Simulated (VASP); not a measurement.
Wanted: the native input for a VASP 6.6.1 run.

| Item | Value |
| --- | --- |
| Task | single point |
| Functional | PBE |
| Potentials or basis | VASP PAW PBE potentials, release 64 (Sn_d, Se) |
| Cutoff | 520 eV |
| k mesh | 12 × 12 × 4 |
| Occupations | gaussian, width 0.05 eV |
| Spin | no spin polarisation |
| Dipole correction | no |
| Further INCAR settings | ALGO = Normal; EDIFF = 1e-07; NBANDS = 20 |

The structure of SnSe2 lies in POSCAR:

```
SnSe2
1.0
    3.5475280050      0.0000000000      0.0000000000
   -1.7737640025      3.0722493730      0.0000000000
    0.0000000000      0.0000000000      8.3237016568
Sn Se
1 2
Direct
    0.0000000000      0.0000000000      0.0000000000
    0.3333333333      0.6666666667      0.2281493097
    0.6666666667      0.3333333333      0.7718506903
```

This cell differs from its parent crystal: ratio of the length along z to the lengths across it x 1.3, volume and fractional coordinates fixed.

One way to write it, as run:

INCAR

```
PREC = Accurate
ENCUT = 520
EDIFF = 1E-7
ISMEAR = 0
SIGMA = 0.05
LREAL = F
LASPH = T
NELM = 100
ALGO = Normal
ISIF = 2
LWAVE = F
LCHARG = F
GGA = PE
NBANDS = 20
```

KPOINTS

```
Automatic mesh
0
Gamma
  12 12 4
```

Potentials or basis: VASP PAW PBE potentials, release 64 (Sn_d, Se).

Run with:

```bash
$ cat potpaw_PBE.64/Sn_d/POTCAR potpaw_PBE.64/Se/POTCAR > POTCAR
$ mpirun -np 1 vasp_std > vasp.out
```

It gave:

```
Pressure               : 1.5 GPa
Largest force          : 1.409 eV/Å
Band gap on the k mesh : zero (bands 13 and 14 overlap by 0.65 eV)
```

Caveat: semilocal functionals underestimate gaps, so a narrow gap can read as zero; spin-orbit coupling is left out, which moves the levels of the heavy elements; this functional lacks dispersion, which binds the layers, so the pressure and a relaxed spacing across them are unreliable; forces of over 1 eV/Å act on the atoms, so gaps and moduli don't describe the material at rest.

It took 2.5 min on 1 thread of Intel Xeon 8259CL, on a shared host, peak memory 0.29 GiB.
